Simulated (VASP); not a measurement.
# Mg (Im-3m) in VASP: notebook

Runs on Mg. Level: LDA. Tasks: single point, relaxation of cell and atoms.

All numbers are computed with VASP 6.6.1; they aren't measurements. Logs are shortened: lines on timing, memory, paths and dates and some standing lists are left out, and cuts for length are marked.

### 1 The cell of the first run

The structure is cubic, space group Im-3m (No. 229). The conventional cell has a = 2.965 Å, b = 2.965 Å, c = 2.965 Å, α = 90.00°, β = 90.00°, γ = 90.00°. Within 3.4 Å of Mg (site symmetry m-3m) lie 14 Mg at 2.57 to 2.96 Å.

### 2 Single point, LDA

Contents of INCAR:

```
SYSTEM = Mg
PREC     = Accurate       ! precision mode
ENCUT    = 600            ! plane-wave cutoff, eV
EDIFF    = 1E-6           ! SCF threshold, eV
ISMEAR   = -1             ! smearing method
SIGMA    = 0.08           ! smearing width, eV
LREAL    = .False.        ! projectors in reciprocal space
LASPH    = .True.         ! aspherical terms in the spheres
NELM     = 120            ! most SCF steps
ALGO     = Normal         ! electronic algorithm
ISIF     = 2              ! what is computed and relaxed
LWAVE    = .False.        ! write WAVECAR
LCHARG   = .False.        ! write CHGCAR
GGA      = CA             ! functional
NBANDS   = 7              ! bands
GGA_COMPAT= .False.
```

Contents of KPOINTS:

```
Automatic mesh
0
Gamma
  18 18 18
  0 0 0
```

Contents of POSCAR:

```
Mg
1.0
   -1.4822522729      1.4822522729      1.4822522729
    1.4822522729     -1.4822522729      1.4822522729
    1.4822522729      1.4822522729     -1.4822522729
Mg
1
Direct
    0.0000000000      0.0000000000      0.0000000000
```

Potentials or basis: VASP PAW LDA potentials, release 64 (Mg).

Launch:

```sh
$ cat potpaw_LDA.64/Mg/POTCAR > POTCAR
$ mpirun -np 1 vasp_std > vasp.out
```

OUTCAR:

```text
SYSTEM = Mg
   PREC = Accurate
   ENCUT = 600
   EDIFF = 1E-6
   ISMEAR = -1
   LREAL = .False.
   LASPH = .True.
   NELM = 120
   ISIF = 2
   GGA = CA

 ion  position               nearest neighbor table
   1  0.000  0.000  0.000-

  LATTYP: Found a body centered cubic cell.
 ALAT       =     2.9645045458

  Lattice vectors:

 A1 = (  -1.4822522729,   1.4822522729,   1.4822522729)
 A2 = (   1.4822522729,  -1.4822522729,   1.4822522729)
 A3 = (   1.4822522729,   1.4822522729,  -1.4822522729)

Analysis of symmetry for initial positions (statically):
=====================================================================
 Subroutine PRICEL returns:
 Original cell was already a primitive cell.

 Routine SETGRP: Setting up the symmetry group for a
 body centered cubic supercell.

 Subroutine GETGRP returns: Found 48 space group operations
 (whereof 48 operations were pure point group operations)
 out of a pool of 48 trial point group operations.

The static configuration has the point symmetry O_h .

Analysis of symmetry for dynamics (positions and initial velocities):
=====================================================================
 Subroutine PRICEL returns:
 Original cell was already a primitive cell.

 Routine SETGRP: Setting up the symmetry group for a
 body centered cubic supercell.

 Subroutine GETGRP returns: Found 48 space group operations
 (whereof 48 operations were pure point group operations)
 out of a pool of 48 trial point group operations.

The dynamic configuration has the point symmetry O_h .

 Subroutine INISYM returns: Found 48 space group operations
 (whereof 48 operations are pure point group operations),
 and found     1 'primitive' translations

----------------------------------------------------------------------------------------

                                     Primitive cell

  volume of cell :      13.0265

  direct lattice vectors                    reciprocal lattice vectors
    -1.482252273  1.482252273  1.482252273     0.000000000  0.337324495  0.337324495
     1.482252273 -1.482252273  1.482252273     0.337324495  0.000000000  0.337324495
     1.482252273  1.482252273 -1.482252273     0.337324495  0.337324495  0.000000000

  length of vectors
     2.567336246  2.567336246  2.567336246     0.477048876  0.477048876  0.477048876

  position of ions in fractional coordinates (direct lattice)
     0.000000000  0.000000000  0.000000000

  ion indices of the primitive-cell ions
   primitive index   ion index
                 1           1

----------------------------------------------------------------------------------------

 KPOINTS: Automatic mesh

Automatic generation of k-mesh.
 Grid dimensions read from file:
 generate k-points for:   18   18   18

 Generating k-lattice:

  Cartesian coordinates                     Fractional coordinates (reciprocal lattice)
     0.000000000  0.018740250  0.018740250     0.055555556  0.000000000  0.000000000
     0.018740250  0.000000000  0.018740250     0.000000000  0.055555556  0.000000000
     0.018740250  0.018740250  0.000000000     0.000000000  0.000000000  0.055555556

  Length of vectors
     0.026502715  0.026502715  0.026502715

  Shift w.r.t. Gamma in fractional coordinates (k-lattice)
     0.000000000  0.000000000  0.000000000

 Subroutine IBZKPT returns following result:
 ===========================================

 Found    195 irreducible k-points:

 Following reciprocal coordinates:
            Coordinates               Weight
  0.000000  0.000000  0.000000      1.000000
  0.055556  0.000000  0.000000     12.000000
  0.111111  0.000000  0.000000     12.000000
  0.166667  0.000000  0.000000     12.000000
  0.222222  0.000000  0.000000     12.000000
  0.277778  0.000000  0.000000     12.000000
[... 16 lines left out ...]
  0.333333  0.111111  0.000000     48.000000
  0.388889  0.111111  0.000000     48.000000
 [... further k-points ...]
   k-points           NKPTS =    195   k-points in BZ     NKDIM =    195   number of bands    NBANDS=      7
   number of dos      NEDOS =    301   number of ions     NIONS =      1
   total plane-waves  NPLWV =  13824
   dimension x,y,z NGX =    24 NGY =   24 NGZ =   24
   dimension x,y,z NGXF=    48 NGYF=   48 NGZF=   48
   ions per type =               1
   NGX,Y,Z   is equivalent  to a cutoff of  15.54, 15.54, 15.54 a.u.
   NGXF,Y,Z  is equivalent  to a cutoff of  31.08, 31.08, 31.08 a.u.
 SYSTEM =  Mg
   PREC   = accura    normal or accurate (medium, high low for compatibility)
   ISTART =      0    job   : 0-new  1-cont  2-samecut
   ICHARG =      2    charge: 1-file 2-atom 10-const
   ISPIN  =      1    spin polarized calculation?
   LNONCOLLINEAR =      F non collinear calculations
   LSORBIT =      F    spin-orbit coupling
   LASPH  =      T    aspherical Exc in radial PAW
   ENCUT  =  600.0 eV  44.10 Ry    6.64 a.u.   5.13  5.13  5.13*2*pi/ulx,y,z
   NELM   =    120;   NELMIN=  2; NELMDL= -5     # of ELM steps
   EDIFF  = 0.1E-05   stopping-criterion for ELM
   LREAL  =      F    real-space projection
   EDIFFG = 0.1E-04   stopping-criterion for IOM
   NSW    =      0    number of steps for IOM
   IBRION =     -1    ionic relax: 0-MD 1-quasi-New 2-CG
   NFREE  =      0    steps in history (QN), initial steepest desc. (CG)
   ISIF   =      2    stress and relaxation
   ISYM   =      2    0-nonsym 1-usesym 2-fastsym
   POTIM  = 0.5000    time-step for ionic-motion
   TEBEG  =    0.0;   TEEND  =   0.0 temperature during run
   PSTRESS=    0.0 pullay stress
   NELECT =       2.0000    total number of electrons
   NUPDOWN=      -1.0000    fix difference up-down
   EMIN   =  10.00;   EMAX   =-10.00  energy-range for DOS
   EFERMI =   0.00;   METHOD = LEGACY
   ISMEAR =    -1;   SIGMA  =   0.08  broadening in eV -4-tet -1-fermi 0-gaus
   EFERMI_NEDOS =   21; number of points for ismear=-14 and -15
   IALGO  =     38    algorithm
   IMIX   =      4    mixing-type and parameters
     AMIX     =   0.40;   BMIX     =  1.00
     AMIX_MAG =   1.60;   BMIX_MAG =  1.00
  volume/ion in A,a.u.               =      13.03        87.91
  Fermi-wavevector in a.u.,A,eV,Ry     =   0.876616  1.656564 10.455472  0.768456
  Thomas-Fermi vector in A             =   1.996451
   LORBIT       =      0    0 simple, 1 ext, 2 COOP (PROOUT), +10 PAW based schemes
   GGA     = CA    functional components
   LHFCALC =     F    Hartree Fock is set to
   AEXX    =    0.0000 exact exchange contribution
   IVDW    =     0    specifies the selected vdW correction
   LEPSILON=     F    determine dielectric tensor
   LRPA    =     F    only Hartree local field effects (RPA)
 non-spin polarized calculation
  energy-cutoff  :      600.00
  volume of cell :       13.03
 maximum number of plane-waves:       466
 NGX is ok and might be reduce to    24
   NGX = 11   NGY = 11   NGZ = 11

 number of electron       2.0000000 magnetization

 Free energy of the ion-electron system (eV)
  ---------------------------------------------------
  ext. energy  EPLUGINS =         0.00000000
  ---------------------------------------------------
  free energy    TOTEN  =        -0.86173845 eV

  energy without entropy =       -0.85470457  energy(sigma->0) =       -0.85822151

 E-fermi :   6.2651     XC(G=0): -10.7146

 val. band max:        6.2030724782   @ k =   0.5000   0.5000   0.1667
 cond. band min:       6.2850877801   @ k =  -0.3889   0.5000   0.2778
 fundamental gap:      0.0820153019
 Fermi energy:         6.2650500348

 k-point     1 :       0.0000    0.0000    0.0000
  band No.  band energies     occupation
      1      -3.4658      2.00000
      2      23.4459      0.00000
      3      23.4459      0.00000
      4      23.4459      0.00000
      5      26.2912      0.00000
      6      26.2912      0.00000
      7      28.2086      0.00000

 k-point     2 :       0.0556    0.0000    0.0000
  band No.  band energies     occupation
      1      -3.3592      2.00000
      2      22.4828      0.00000
      3      22.8826      0.00000
      4      23.3152      0.00000
      5      25.3288      0.00000
      6      25.6062      0.00000
      7      28.9225      0.00000

 k-point     3 :       0.1111    0.0000    0.0000
  band No.  band energies     occupation
      1      -3.0408      2.00000
      2      20.1385      0.00000
      3      21.7542      0.00000
      4      22.9814      0.00000
      5      24.5361      0.00000
      6      25.0066      0.00000
      7      29.8286      0.00000

 k-point     4 :       0.1667    0.0000    0.0000
  band No.  band energies     occupation
      1      -2.5144      2.00000
      2      17.5658      0.00000
      3      20.5812      0.00000
      4      22.5571      0.00000
      5      23.5456      0.00000
      6      24.9212      0.00000
      7      30.1570      0.00000

 k-point     5 :       0.2222    0.0000    0.0000
  band No.  band energies     occupation
      1      -1.7862      2.00000
      2      15.0690      0.00000
      3      19.5247      0.00000
      4      22.1305      0.00000
      5      22.7006      0.00000
      6      24.7601      0.00000
      7      30.3449      0.00000

 k-point     6 :       0.2778    0.0000    0.0000
  band No.  band energies     occupation
      1      -0.8646      2.00000
      2      12.7058      0.00000
      3      18.6358      0.00000
      4      21.7517      0.00000
      5      22.0136      0.00000
      6      24.4660      0.00000
      7      30.9076      0.00000

 k-point     7 :       0.3333    0.0000    0.0000
  band No.  band energies     occupation
      1       0.2395      2.00000
      2      10.4917      0.00000
      3      17.9344      0.00000
      4      21.4455      0.00000
      5      21.4849      0.00000
      6      24.1032      0.00000
      7      31.4806      0.00000
[... 121 lines left out ...]
 k-point    20 :       0.1667    0.1111    0.0000
  band No.  band energies     occupation
      1      -1.4772      2.00000
      2      15.0572      0.00000
      3      17.1675      0.00000
      4      21.5350      0.00000
      5      23.6150      0.00000
      6      26.2476      0.00000
      7      29.5910      0.00000

 k-point    21 :       0.2222    0.1111    0.0000
  band No.  band energies     occupation
      1      -0.5612      2.00000
      2      12.8262      0.00000
      3      16.2715      0.00000
      4      20.9913      0.00000
      5      23.2169      0.00000
      6      26.4203      0.00000
      7      29.3510      0.00000

 k-point    22 :       0.2778    0.1111    0.0000
  band No.  band energies     occupation
      1       0.5359      2.00000
      2      10.6784      0.00000
      3      15.5974      0.00000
      4      20.5335      0.00000
      5      22.8150      0.00000
      6      26.4863      0.00000
      7      29.4781      0.00000

 k-point    23 :       0.3333    0.1111    0.0000
  band No.  band energies     occupation
      1       1.7982      2.00000
      2       8.6628      0.00000
      3      15.1204      0.00000
      4      20.1876      0.00000
      5      22.4934      0.00000
      6      26.4214      0.00000
      7      29.9306      0.00000

 k-point    24 :       0.3889    0.1111    0.0000
  band No.  band energies     occupation
      1       3.1849      2.00000
      2       6.8248      0.00183
      3      14.8350      0.00000
      4      19.9720      0.00000
      5      22.2909      0.00000
      6      26.3281      0.00000
      7      30.4499      0.00000

 [... further k-points ...]

------------------------ aborting loop because EDIFF is reached ----------------------------------------

  FORCE on cell =-STRESS in cart. coord.  units (eV):
  Direction    XX          YY          ZZ          XY          YZ          ZX
  --------------------------------------------------------------------------------------
  -------------------------------------------------------------------------------------
  Total        4.3401229      4.3401229      4.3401229     -0.0000000      0.0000000     -0.0000000
  in kB      533.8094281    533.8094281    533.8094281     -0.0000000      0.0000000     -0.0000000
  external PRESSURE =     533.8094281 kB  Pullay stress =       0.0000000 kB

 VOLUME and BASIS-vectors are now :
 -----------------------------------------------------------------------------
  energy-cutoff  :      600.00
  volume of cell :       13.03
      direct lattice vectors                 reciprocal lattice vectors
    -1.482252273  1.482252273  1.482252273     0.000000000  0.337324495  0.337324495
     1.482252273 -1.482252273  1.482252273     0.337324495  0.000000000  0.337324495
     1.482252273  1.482252273 -1.482252273     0.337324495  0.337324495  0.000000000

 POSITION                                       TOTAL-FORCE (eV/Angst)
 -----------------------------------------------------------------------------------
      0.00000      0.00000      0.00000         0.000000      0.000000      0.000000
 -----------------------------------------------------------------------------------
    total drift:                               -0.000000      0.000000      0.000000

  FREE ENERGIE OF THE ION-ELECTRON SYSTEM (eV)
  ---------------------------------------------------
  free  energy   TOTEN  =        -0.8617384523 eV

  energy  without entropy=       -0.8547045733  energy(sigma->0) =       -0.85822151
```

Run time: 11 s. Hardware: 1 thread of AMD EPYC 9R45 (Zen 5), shared host; peak memory 0.11 GiB.

What came out:

* Free energy: -0.8617 eV
* Pressure: 53.4 GPa
* Band gap on the k mesh: zero (band 1 reaches 10.23 eV, above the bottom of band 2 at 5.34 eV)

Levels at points of the mesh, in eV from the Fermi level:
```
           k point  band 1  band 2  band 3  band 4
(0.00, 0.00, 0.00)   -9.73   17.18   17.18   17.18
(0.50, 0.00, 0.00)   -2.28   -0.93   10.76   14.55
(0.50, 0.50, 0.50)    3.96    3.96    6.05    6.05
```

(Part 1 of 2 ends here.)
